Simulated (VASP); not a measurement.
A run of VASP 6.6.1 is set up as follows.

File INCAR:

```
SYSTEM = Pt
  PREC = Accurate
  ENCUT = 520
  EDIFF = 1E-7
  ISMEAR = 1
  SIGMA = 0.05
  LREAL = .False.
  LASPH = .True.
  NELM = 100
  ALGO = Normal
  ISIF = 2
  LWAVE = .False.
  LCHARG = .True.
  GGA = PE
  LELF = .True.
  LVHAR = .True.
  NBANDS = 11
```

Contents of KPOINTS:

```
regular mesh
0
Gamma
  15 15 15
  0 0 0
```

The input POSCAR:

```
Pt
1.0
    2.6229500171      0.0000000000      0.0000000000
    0.0000000000      2.6229500171      0.0000000000
    0.0000000000      0.0000000000      2.6229500171
Pt
1
Direct
    0.0000000000      0.0000000000      0.0000000000
```

Potentials or basis: VASP PAW PBE potentials, release 64 (Pt).

Command:

```bash
$ cat potpaw_PBE.64/Pt/POTCAR > POTCAR
$ mpirun -np 1 vasp_std > vasp.out
```

Q: Predict the pressure.

A: -0.4 GPa.

Q: Estimate the band gap on the k mesh.

A: Zero (band 5 reaches 10.06 eV, above the bottom of band 6 at 7.10 eV).

Caveat: spin-orbit coupling is left out, which moves the levels of the heavy elements.
